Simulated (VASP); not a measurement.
Write the native input for VASP 6.6.1 that does the following.

```
Task                   : single point
Functional             : PBE
Potentials or basis    : VASP PAW PBE potentials, release 64 (Cs_sv, Hf_pv, Sc_sv)
Cutoff                 : 520 eV
k mesh                 : 3 × 3 × 4
Occupations            : gaussian, width 0.1 eV
Spin                   : no spin polarisation
Dipole correction      : no
Further INCAR settings : ALGO = Normal; EDIFF = 1e-07; NBANDS = 38
```

The structure of Cs3HfSc2 lies in POSCAR:

```
Cs3HfSc2
1.0
    6.4628105843      0.0000000000      0.0000000000
   -3.2314052921      5.5969581458      0.0000000000
    0.0000000000      0.0000000000      6.9506879308
Cs Hf Sc
3 1 2
Direct
    0.5000000000      0.0000000000      0.0000000000
    0.0000000000      0.5000000000      0.0000000000
    0.5000000000      0.5000000000      0.0000000000
    0.0000000000      0.0000000000      0.5000000000
    0.3333333333      0.6666666667      0.4999551260
    0.6666666667      0.3333333333      0.5000448740
```

The cell was generated, and may not be a known phase.

The input as run:

INCAR

```
SYSTEM = Cs3HfSc2
PREC     = Accurate       ! precision mode
ENCUT    = 520            ! plane-wave cutoff, eV
EDIFF    = 1E-7           ! SCF threshold, eV
ISMEAR   = 0              ! smearing method
SIGMA    = 0.1            ! smearing width, eV
LREAL    = .False.        ! projectors in reciprocal space
LASPH    = .True.         ! aspherical terms in the spheres
NELM     = 80             ! most SCF steps
ALGO     = Normal         ! electronic algorithm
ISIF     = 2              ! what is computed and relaxed
LWAVE    = .False.        ! write WAVECAR
LCHARG   = .False.        ! write CHGCAR
GGA      = PE             ! functional
NBANDS   = 38             ! bands
```

KPOINTS

```
Automatic mesh
0
Gamma
  3 3 4
  0 0 0
```

Potentials or basis: VASP PAW PBE potentials, release 64 (Cs_sv, Hf_pv, Sc_sv).

Run with:

```bash
$ cat potpaw_PBE.64/Cs_sv/POTCAR potpaw_PBE.64/Hf_pv/POTCAR potpaw_PBE.64/Sc_sv/POTCAR > POTCAR
$ mpirun -np 1 vasp_std > vasp.out
```

It gave:

| Property | Result |
| --- | --- |
| Pressure | 0.1 GPa |
| Band gap on the k mesh | zero (an odd number of electrons rules out a gap without spin polarisation) |

Caveat: the k points lie up to 0.37 Å⁻¹ apart, too coarse for converged energies and pressures of a metal; spin-orbit coupling is left out, which moves the levels of the heavy elements.

Wall time 110 s on 1 thread of Oxide Virtual Turin-like Processor (shared host), peak memory 0.36 GiB.
